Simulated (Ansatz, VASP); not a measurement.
# TePb: VASP beside Ansatz

POSCAR

```
TePb
1.0
    0.0000000000      3.2523979746      3.2523979746
    3.2523979746      0.0000000000      3.2523979746
    3.2523979746      3.2523979746      0.0000000000
Pb Te
1 1
Direct
    0.0000000000      0.0000000000      0.0000000000
    0.5000000000      0.5000000000      0.5000000000
```

INCAR.step1

```
SYSTEM = TePb
PREC = Accurate
ENCUT = 520
ISMEAR = -1
SIGMA = 0.05
LREAL = .False.
LASPH = .True.
NELM = 60
NBANDS = 17
GGA = PE
ALGO = Normal
EDIFF = 1E-4
LWAVE = .True.
LCHARG = .False.
```

File INCAR.step2:

```
SYSTEM = TePb
PREC = Accurate
ENCUT = 520
EDIFF = 1E-7
ISMEAR = -1
SIGMA = 0.05
LREAL = .False.
LASPH = .True.
NELM = 60
ALGO = Normal
ISIF = 2
LWAVE = .False.
LCHARG = .True.
METAGGA = R2SCAN
LMIXTAU = .True.
IVDW = 13
VDW_S6 = 1.0
VDW_S8 = 0.6018749
VDW_A1 = 0.51559235
VDW_A2 = 5.77342911
LELF = .True.
LVHAR = .True.
NBANDS = 17
ISTART = 1
```

KPOINTS

```
Automatic mesh
0
Gamma
  7 7 7
  0 0 0
```

Contents of input.yaml:

```yaml
crystal:
  lattice:
    - [0.0, 3.2523979746, 3.2523979746]
    - [3.2523979746, 0.0, 3.2523979746]
    - [3.2523979746, 3.2523979746, 0.0]
  atoms:
    - { symbol: Pb, position: [0.0, 0.0, 0.0] }
    - { symbol: Te, position: [0.5, 0.5, 0.5] }
hamiltonian:
  xc: r2scan
  pseudopotentials: { kind: paw }
  dispersion: d4
kpoints:
  mp_grid: { grid: [7, 7, 7] }
scf:
  occupations: { method: fermi_dirac, width: 0.05 }
output:
  forces: true
  stress: true
  eigenvalues: true
```

Alike in both runs: task single point; functional r2SCAN; dispersion D4; k mesh 7 × 7 × 7; occupations fermi-dirac, width 0.05 eV; no spin polarisation.

|  | VASP | Ansatz |
| --- | --- | --- |
| version | VASP 6.6.1 | Ansatz 0.2.0 |
| potentials or method | VASP PAW PBE potentials, release 64 (Pb_d, Te) | Ansatz PAW |
| plane-wave cutoff (eV) | 520 | 500 |
| valence electrons in the cell | 20 | 30 |

|  | VASP | Ansatz | Ansatz less VASP |
| --- | --- | --- | --- |
| pressure (GPa) | 0.0 | 0.0 | +0.01 |

VASP's potentials were made for PBE, not for r2SCAN. VASP's potentials hold 20 valence electrons a cell and Ansatz's 30, so a difference there can come from the potentials and not from the codes.

Neither program's run includes spin-orbit coupling.
